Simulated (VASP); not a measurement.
## AlN: single point with PBE

The system is AlN.

```
CELL_PARAMETERS angstrom
3.31000 0.00000 0.00000
-1.65500 2.86654 0.00000
0.00000 0.00000 3.86078
ATOMIC_POSITIONS crystal
Al 0.33333 0.66667 0.75000
Al 0.66667 0.33333 0.25000
N 0.33333 0.66667 0.25000
N 0.66667 0.33333 0.75000
```

This cell differs from its parent crystal: volume 9.158 Å^3 an atom, c/a of the conventional cell 1.1664.

| Item | Value |
| --- | --- |
| Program | VASP 6.6.1 |
| Task | single point |
| Functional | PBE |
| Potentials or basis | VASP PAW PBE potentials, release 64 (Al, N) |
| Cutoff | 520 eV |
| k mesh | 9 × 9 × 6 |
| Occupations | gaussian, width 0.05 eV |
| Spin | no spin polarisation |
| Dipole correction | no |
| Further INCAR settings | ALGO = Normal; EDIFF = 1e-06; NBANDS = 16 |

* Pressure: 20.4 GPa
* Band gap on the k mesh: 4.04 eV, direct

Stress tensor (GPa, compression positive):
```
12.90  0.00  0.00
 0.00 12.90  0.00
 0.00  0.00 35.35
```

Levels at points of the mesh, in eV from the valence-band top:
```csv
k point,band 5,band 6,band 7,band 8,band 9,band 10,band 11,band 12
"(0.00, 0.00, 0.00)",-3.44,-1.27,-1.27,0.00,4.04,5.22,8.65,8.65
"(0.00, 0.00, 0.50)",-2.40,-2.40,-2.40,-2.40,6.41,6.41,8.62,8.62
```

Wall time 22 s on 1 thread of Intel(R) Xeon(R) Platinum 8488C (Sapphire Rapids), with other jobs on the host, peak memory 0.16 GiB.

 A k mesh can miss the band edges.
